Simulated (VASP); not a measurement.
The system is SrO.

```xyz
2
Lattice="3.1132 0.0000 0.0000 0.0000 3.1132 0.0000 0.0000 0.0000 3.1132" Properties=species:S:1:pos:R:3 pbc="T T T"
Sr    0.0000    0.0000    0.0000
O     1.5566    1.5566    1.5566
```

| Item | Value |
| --- | --- |
| Program | VASP 6.6.1 |
| Task | relaxation of cell and atoms |
| Functional | PBE |
| Potentials or basis | VASP PAW PBE potentials, release 64 (Sr_sv, O) |
| Cutoff | 600 eV |
| k mesh | 8 × 8 × 8 |
| Occupations | fermi-dirac, width 0.02 eV |
| Spin | no spin polarisation |

At the start: pressure 2.5 GPa; volume 15.09 Å³/atom.

Problem. How do energy, volume and symmetry change on relaxing?

Solution. Over 3 steps the energy falls by 3.0 meV/atom and the volume is 15.49 Å³/atom (+2.7 %); space group Pm-3m (No. 221, to 0.05 Å).

The path:
| step | energy change (eV) | largest force (eV/Å) | pressure (GPa) | volume (Å³) |
| --- | --- | --- | --- | --- |
| 1 | 0.0000 | 0.0000 | 2.48 | 30.17 |
| 2 | -0.0057 | 0.0000 | -0.62 | 31.20 |
| 3 | -0.0061 | 0.0000 | 0.01 | 30.98 |

Final structure:
```
Sr O
1.0
     3.14069    0.00000    0.00000
     0.00000    3.14069    0.00000
     0.00000    0.00000    3.14069
Sr O
1 1
Direct
  0.00000 0.00000 0.00000
  0.50000 0.50000 0.50000
```
